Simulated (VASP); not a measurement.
Runs of VASP 6.6.1 on Y. The structure is that of space group I4/mmm (No. 139), or close to it. The cells are those of the table. 

```tsv
cell	gap on the mesh (eV)	pressure (GPa)
a = 3.561, b = 3.561, c = 3.426 Å, angles 61.2, 61.2, 57.5°, 1 atom	none	0.1
a = 3.515, b = 3.515, c = 3.602 Å, angles 59.2, 59.2, 61.6°, 1 atom	none	-0.9
a = 3.519, b = 3.519, c = 3.690 Å, angles 58.4, 58.4, 63.2°, 1 atom	none	-1.7
a = 3.561, b = 3.561, c = 3.690 Å, angles 58.8, 58.8, 62.4°, 1 atom	none	(a)
a = 3.473, b = 3.473, c = 3.602 Å, angles 58.8, 58.8, 62.5°, 1 atom	none	0.1
a = 3.603, b = 3.603, c = 3.690 Å, angles 59.2, 59.2, 61.6°, 1 atom	none	-3.4
```

Alike in all rows: task single point; level PBEsol; potentials or basis VASP PAW PBE potentials, release 64 (Y_sv); no spin polarisation; k mesh 16 × 16 × 16; cutoff (eV) 520; smearing gaussian 0.15 eV.

**Question.** Fill in the values left out.

**Answer.** (a) -2.6.

Caveats: the PAW data sets were made with another functional, which shifts forces and pressure a little.

A k mesh can miss the band edges, and the runs leave out spin-orbit coupling on Y.

A gap of «none» marks levels without a gap at the run's occupations.
